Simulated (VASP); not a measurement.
# Si (Fd-3m) in VASP: a series of runs

The runs below take Si through single point, with revPBE, r2SCAN.

All numbers are computed with VASP 6.6.1; they aren't measurements. Logs are shortened: lines on timing, memory, paths and dates and some standing lists are left out, and cuts for length are marked.

## (1) The cell of the first run

The structure is cubic, space group Fd-3m (No. 227). The conventional cell has a = 5.444 Å, b = 5.444 Å, c = 5.444 Å, α = 90.00°, β = 90.00°, γ = 90.00°. Within 3.1 Å of Si (site symmetry -43m) lie 4 Si at 2.36 Å.

## (2) Single point, revPBE

INCAR reads:

```
PREC = Accurate ; ENCUT = 500
EDIFF = 1E-6 ; ISMEAR = 0
SIGMA = 0.02 ; LREAL = F
LASPH = T ; NELM = 120
ALGO = Normal ; ISIF = 2
LWAVE = F ; LCHARG = F
GGA = RE ; NBANDS = 11
GGA_COMPAT = F
```

KPOINTS reads:

```
regular mesh
0
Gamma
  10 10 10
```

POSCAR reads:

```
Si
1.0
    0.0000000000      2.7221053416      2.7221053416
    2.7221053416      0.0000000000      2.7221053416
    2.7221053416      2.7221053416      0.0000000000
Si
2
Direct
    0.5000000000      0.5000000000      0.5000000000
    0.7500000000      0.7500000000      0.7500000000
```

Potentials or basis: VASP PAW PBE potentials, release 64 (Si).

The run is started by

```sh
> cat potpaw_PBE.64/Si/POTCAR > POTCAR
> mpirun -np 1 vasp_std > vasp.out
```

OUTCAR:

```text
PREC = Accurate
   ENCUT = 500
   EDIFF = 1E-6
   ISMEAR = 0
   LREAL = F
   LASPH = T
   NELM = 120
   ISIF = 2
   GGA = RE

 ion  position               nearest neighbor table
   1  0.500  0.500  0.500-   2 2.36   2 2.36   2 2.36   2 2.36
   2  0.750  0.750  0.750-   1 2.36   1 2.36   1 2.36   1 2.36

  LATTYP: Found a face centered cubic cell.
 ALAT       =     5.4442106832

  Lattice vectors:

 A1 = (   0.0000000000,   2.7221053416,   2.7221053416)
 A2 = (   2.7221053416,   0.0000000000,   2.7221053416)
 A3 = (   2.7221053416,   2.7221053416,   0.0000000000)

Analysis of symmetry for initial positions (statically):
=====================================================================
 Subroutine PRICEL returns:
 Original cell was already a primitive cell.

 Routine SETGRP: Setting up the symmetry group for a
 face centered cubic supercell.

 Subroutine GETGRP returns: Found 48 space group operations
 (whereof 24 operations were pure point group operations)
 out of a pool of 48 trial point group operations.

The static configuration has the point symmetry T_d .
 The point group associated with its full space group is O_h .

Analysis of symmetry for dynamics (positions and initial velocities):
=====================================================================
 Subroutine PRICEL returns:
 Original cell was already a primitive cell.

 Routine SETGRP: Setting up the symmetry group for a
 face centered cubic supercell.

 Subroutine GETGRP returns: Found 48 space group operations
 (whereof 24 operations were pure point group operations)
 out of a pool of 48 trial point group operations.

The dynamic configuration has the point symmetry T_d .
 The point group associated with its full space group is O_h .

 Subroutine INISYM returns: Found 48 space group operations
 (whereof 24 operations are pure point group operations),
 and found     1 'primitive' translations

----------------------------------------------------------------------------------------

                                     Primitive cell

  volume of cell :      40.3408

  direct lattice vectors                    reciprocal lattice vectors
     0.000000000  2.722105342  2.722105342    -0.183681356  0.183681356  0.183681356
     2.722105342  0.000000000  2.722105342     0.183681356 -0.183681356  0.183681356
     2.722105342  2.722105342  0.000000000     0.183681356  0.183681356 -0.183681356

  length of vectors
     3.849638292  3.849638292  3.849638292     0.318145441  0.318145441  0.318145441

  position of ions in fractional coordinates (direct lattice)
     0.500000000  0.500000000  0.500000000
     0.750000000  0.750000000  0.750000000

  ion indices of the primitive-cell ions
   primitive index   ion index
                 1           1
                 2           2

----------------------------------------------------------------------------------------

 KPOINTS: regular mesh

Automatic generation of k-mesh.
 Grid dimensions read from file:
 generate k-points for:   10   10   10

 Generating k-lattice:

  Cartesian coordinates                     Fractional coordinates (reciprocal lattice)
    -0.018368136  0.018368136  0.018368136     0.100000000  0.000000000  0.000000000
     0.018368136 -0.018368136  0.018368136     0.000000000  0.100000000  0.000000000
     0.018368136  0.018368136 -0.018368136     0.000000000  0.000000000  0.100000000

  Length of vectors
     0.031814544  0.031814544  0.031814544

  Shift w.r.t. Gamma in fractional coordinates (k-lattice)
     0.000000000  0.000000000  0.000000000

 Subroutine IBZKPT returns following result:
 ===========================================

 Found     47 irreducible k-points:

 Following reciprocal coordinates:
            Coordinates               Weight
  0.000000  0.000000  0.000000      1.000000
  0.100000  0.000000  0.000000      8.000000
  0.200000  0.000000  0.000000      8.000000
  0.300000  0.000000  0.000000      8.000000
  0.400000  0.000000  0.000000      8.000000
  0.500000  0.000000  0.000000      4.000000
[... 16 lines left out ...]
  0.300000  0.300000  0.000000      6.000000
  0.400000  0.300000  0.000000     24.000000
 [... further k-points ...]
   k-points           NKPTS =     47   k-points in BZ     NKDIM =     47   number of bands    NBANDS=     11
   number of dos      NEDOS =    301   number of ions     NIONS =      2
   total plane-waves  NPLWV =  21952
   dimension x,y,z NGX =    28 NGY =   28 NGZ =   28
   dimension x,y,z NGXF=    56 NGYF=   56 NGZF=   56
   ions per type =               2
   NGX,Y,Z   is equivalent  to a cutoff of  12.09, 12.09, 12.09 a.u.
   NGXF,Y,Z  is equivalent  to a cutoff of  24.18, 24.18, 24.18 a.u.
 SYSTEM =  unknown system
   PREC   = accura    normal or accurate (medium, high low for compatibility)
   ISTART =      0    job   : 0-new  1-cont  2-samecut
   ICHARG =      2    charge: 1-file 2-atom 10-const
   ISPIN  =      1    spin polarized calculation?
   LNONCOLLINEAR =      F non collinear calculations
   LSORBIT =      F    spin-orbit coupling
   LASPH  =      T    aspherical Exc in radial PAW
   ENCUT  =  500.0 eV  36.75 Ry    6.06 a.u.   7.02  7.02  7.02*2*pi/ulx,y,z
   NELM   =    120;   NELMIN=  2; NELMDL= -5     # of ELM steps
   EDIFF  = 0.1E-05   stopping-criterion for ELM
   LREAL  =      F    real-space projection
   EDIFFG = 0.1E-04   stopping-criterion for IOM
   NSW    =      0    number of steps for IOM
   IBRION =     -1    ionic relax: 0-MD 1-quasi-New 2-CG
   NFREE  =      0    steps in history (QN), initial steepest desc. (CG)
   ISIF   =      2    stress and relaxation
   ISYM   =      2    0-nonsym 1-usesym 2-fastsym
   POTIM  = 0.5000    time-step for ionic-motion
   TEBEG  =    0.0;   TEEND  =   0.0 temperature during run
   PSTRESS=    0.0 pullay stress
   NELECT =       8.0000    total number of electrons
   NUPDOWN=      -1.0000    fix difference up-down
   EMIN   =  10.00;   EMAX   =-10.00  energy-range for DOS
   EFERMI =   0.00;   METHOD = LEGACY
   ISMEAR =     0;   SIGMA  =   0.02  broadening in eV -4-tet -1-fermi 0-gaus
   EFERMI_NEDOS =   21; number of points for ismear=-14 and -15
   IALGO  =     38    algorithm
   IMIX   =      4    mixing-type and parameters
     AMIX     =   0.40;   BMIX     =  1.00
     AMIX_MAG =   1.60;   BMIX_MAG =  1.00
  volume/ion in A,a.u.               =      20.17       136.12
  Fermi-wavevector in a.u.,A,eV,Ry     =   0.954677  1.804078 12.400467  0.911409
  Thomas-Fermi vector in A             =   2.083446
   LORBIT       =      0    0 simple, 1 ext, 2 COOP (PROOUT), +10 PAW based schemes
   GGA     = RE    functional components
   LHFCALC =     F    Hartree Fock is set to
   AEXX    =    0.0000 exact exchange contribution
   IVDW    =     0    specifies the selected vdW correction
   LEPSILON=     F    determine dielectric tensor
   LRPA    =     F    only Hartree local field effects (RPA)
 non-spin polarized calculation
 Gauss-broadening in eV      SIGMA  =   0.02
  energy-cutoff  :      500.00
  volume of cell :       40.34
 maximum number of plane-waves:      1034
   NGX = 13   NGY = 13   NGZ = 13

 number of electron       8.0000000 magnetization

 Free energy of the ion-electron system (eV)
  ---------------------------------------------------
  ext. energy  EPLUGINS =         0.00000000
  ---------------------------------------------------
  free energy    TOTEN  =       -10.42389136 eV

  energy without entropy =      -10.42389136  energy(sigma->0) =      -10.42389136

 E-fermi :   5.9503     XC(G=0):  -9.3155

 val. band max:        5.8039979145   @ k =   0.0000   0.0000   0.0000
 cond. band min:       6.4378130706   @ k =   0.4000   0.4000   0.0000
 fundamental gap:      0.6338151562
 Fermi energy:         5.9502920391

 k-point     1 :       0.0000    0.0000    0.0000
  band No.  band energies     occupation
      1      -6.0852      2.00000
      2       5.8040      2.00000
      3       5.8040      2.00000
      4       5.8040      2.00000
      5       8.3695      0.00000
      6       8.3695      0.00000
      7       8.3695      0.00000
      8       9.1854      0.00000
      9      13.4778      0.00000
     10      13.4778      0.00000
     11      13.8824      0.00000

 k-point     2 :       0.1000    0.0000    0.0000
  band No.  band energies     occupation
      1      -5.9551      2.00000
      2       4.6699      2.00000
      3       5.6077      2.00000
      4       5.6077      2.00000
      5       8.3887      0.00000
      6       8.6591      0.00000
      7       8.6591      0.00000
      8      10.1012      0.00000
      9      13.1348      0.00000
     10      13.1348      0.00000
     11      14.4084      0.00000

 k-point     3 :       0.2000    0.0000    0.0000
  band No.  band energies     occupation
      1      -5.5713      2.00000
      2       2.8211      2.00000
      3       5.2299      2.00000
      4       5.2299      2.00000
      5       8.0454      0.00000
      6       9.1645      0.00000
      7       9.1645      0.00000
      8      11.8659      0.00000
      9      12.8327      0.00000
     10      12.8327      0.00000
     11      15.0391      0.00000

 k-point     4 :       0.3000    0.0000    0.0000
  band No.  band energies     occupation
      1      -4.9606      2.00000
      2       1.0477      2.00000
      3       4.8970      2.00000
      4       4.8970      2.00000
      5       7.6899      0.00000
      6       9.3373      0.00000
      7       9.3373      0.00000
      8      13.3760      0.00000
      9      13.3760      0.00000
     10      13.4700      0.00000
     11      14.7887      0.00000
[... 239 lines left out ...]
 k-point    22 :      -0.2000    0.2000    0.0000
  band No.  band energies     occupation
      1      -4.7460      2.00000
      2       1.3571      2.00000
      3       2.8414      2.00000
      4       4.9649      2.00000
      5       8.7101      0.00000
      6       9.7923      0.00000
      7      10.1295      0.00000
      8      11.5641      0.00000
      9      11.9137      0.00000
     10      16.5609      0.00000
     11      16.5628      0.00000

 k-point    23 :       0.3000    0.3000    0.0000
  band No.  band energies     occupation
      1      -4.5463      2.00000
      2       1.4118      2.00000
      3       3.5956      2.00000
      4       3.5956      2.00000
      5       6.7121      0.00000
      6       8.2611      0.00000
      7      12.4355      0.00000
      8      12.4355      0.00000
      9      14.9226      0.00000
     10      15.2074      0.00000
     11      18.3466      0.00000

 k-point    24 :       0.4000    0.3000    0.0000
  band No.  band energies     occupation
      1      -3.9379      2.00000
      2       0.4116      2.00000
      3       2.9801      2.00000
      4       3.3922      2.00000
      5       6.8993      0.00000
      6       8.0904      0.00000
      7      12.7446      0.00000
      8      12.8534      0.00000
      9      16.2161      0.00000
     10      16.5591      0.00000
     11      17.9678      0.00000

 [... further k-points ...]
[... 5 lines left out ...]
  --------------------------------------------------------------------------------------
  -------------------------------------------------------------------------------------
  Total        0.5743515      0.5743515      0.5743515      0.0000000     -0.0000000      0.0000000
  in kB       22.8109614     22.8109614     22.8109614      0.0000000     -0.0000000      0.0000000
  external PRESSURE =      22.8109614 kB  Pullay stress =       0.0000000 kB

 VOLUME and BASIS-vectors are now :
 -----------------------------------------------------------------------------
  energy-cutoff  :      500.00
  volume of cell :       40.34
      direct lattice vectors                 reciprocal lattice vectors
     0.000000000  2.722105342  2.722105342    -0.183681356  0.183681356  0.183681356
     2.722105342  0.000000000  2.722105342     0.183681356 -0.183681356  0.183681356
     2.722105342  2.722105342  0.000000000     0.183681356  0.183681356 -0.183681356

 POSITION                                       TOTAL-FORCE (eV/Angst)
 -----------------------------------------------------------------------------------
      2.72211      2.72211      2.72211         0.000000      0.000000      0.000000
      4.08316      4.08316      4.08316        -0.000000     -0.000000     -0.000000
 -----------------------------------------------------------------------------------
    total drift:                                0.000000      0.000000     -0.000000

  FREE ENERGIE OF THE ION-ELECTRON SYSTEM (eV)
  ---------------------------------------------------
  free  energy   TOTEN  =       -10.4238913618 eV

  energy  without entropy=      -10.4238913618  energy(sigma->0) =      -10.42389136
```

Run time: 12 s. Hardware: 1 thread of Intel Xeon 6975P-C, shared host; peak memory 0.15 GiB.

What came out:

```
Free energy            : -10.4239 eV
Pressure               : 2.3 GPa
Band gap on the k mesh : 0.63 eV, indirect (least direct gap 2.57 eV)
```

Levels at points of the mesh, in eV from the valence-band top:
| k point | band 2 | band 3 | band 4 | band 5 | band 6 | band 7 |
| --- | --- | --- | --- | --- | --- | --- |
| (0.00, 0.00, 0.00) | 0.00 | 0.00 | 0.00 | 2.57 | 2.57 | 2.57 |
| (0.50, 0.00, 0.00) | -6.91 | -1.19 | -1.19 | 1.57 | 3.35 | 3.35 |
| (0.50, 0.50, 0.00) | -7.77 | -2.83 | -2.83 | 0.77 | 0.77 | 10.09 |

Caveat: the PAW data sets were made with another functional, which shifts forces and pressure a little. A k mesh can miss the band edges.

## (3) Single point, r2SCAN

POSCAR reads:

```
Si
1.0
    0.0000000000      2.7221053412      2.7221053412
    2.7221053412      0.0000000000      2.7221053412
    2.7221053412      2.7221053412      0.0000000000
Si
2
Direct
    0.5000000000      0.5000000000      0.5000000000
    0.7500000000      0.7500000000      0.7500000000
```

INCAR.step1 reads:

```
SYSTEM = Si
  PREC = Accurate
  ENCUT = 520
  ISMEAR = 0
  SIGMA = 0.05
  LREAL = .FALSE.
  LASPH = .TRUE.
  NELM = 80
  NBANDS = 11
  GGA = PE
  ALGO = Normal
  EDIFF = 1E-4
  LWAVE = .TRUE.
  LCHARG = .FALSE.
```

INCAR.step2 reads:

```
SYSTEM = Si
  PREC = Accurate
  ENCUT = 520
  EDIFF = 1E-7
  ISMEAR = 0
  SIGMA = 0.05
  LREAL = .FALSE.
  LASPH = .TRUE.
  NELM = 80
  ALGO = Normal
  ISIF = 2
  LWAVE = .FALSE.
  LCHARG = .TRUE.
  METAGGA = R2SCAN
  LMIXTAU = .TRUE.
  LELF = .TRUE.
  LVHAR = .TRUE.
  NBANDS = 11
  ISTART = 1
```

KPOINTS reads:

```
Automatic mesh
0
G
  8 8 8
  0 0 0
```

Potentials or basis: VASP PAW PBE potentials, release 64 (Si).

The run is started by

```sh
> cat potpaw_PBE.64/Si/POTCAR > POTCAR
> cp INCAR.step1 INCAR
> mpirun -np 1 vasp_std > vasp.out
> cp INCAR.step2 INCAR
> mpirun -np 1 vasp_std > vasp.out
```

It took 32 s on 1 thread of Intel Xeon 6975P-C (Granite Rapids), shared host; peak memory 0.16 GiB.

The run converged. Its results:

- Free energy: -17.5471 eV
- Pressure: -0.2 GPa
- Band gap on the k mesh: 0.83 eV, indirect (least direct gap 2.75 eV)

Levels at points of the mesh, in eV from the valence-band top:
| k point | band 2 | band 3 | band 4 | band 5 | band 6 | band 7 |
| --- | --- | --- | --- | --- | --- | --- |
| (0.00, 0.00, 0.00) | 0.00 | 0.00 | 0.00 | 2.75 | 2.75 | 2.75 |
| (0.50, 0.00, 0.00) | -7.23 | -1.27 | -1.27 | 1.86 | 3.59 | 3.59 |
| (0.50, 0.50, 0.00) | -8.13 | -2.99 | -2.99 | 0.93 | 0.93 | 10.81 |

Caveat: the PAW data sets were made with another functional, which shifts forces and pressure a little. r2SCAN opens gaps a little over a GGA but as a rule still falls short of measured ones.
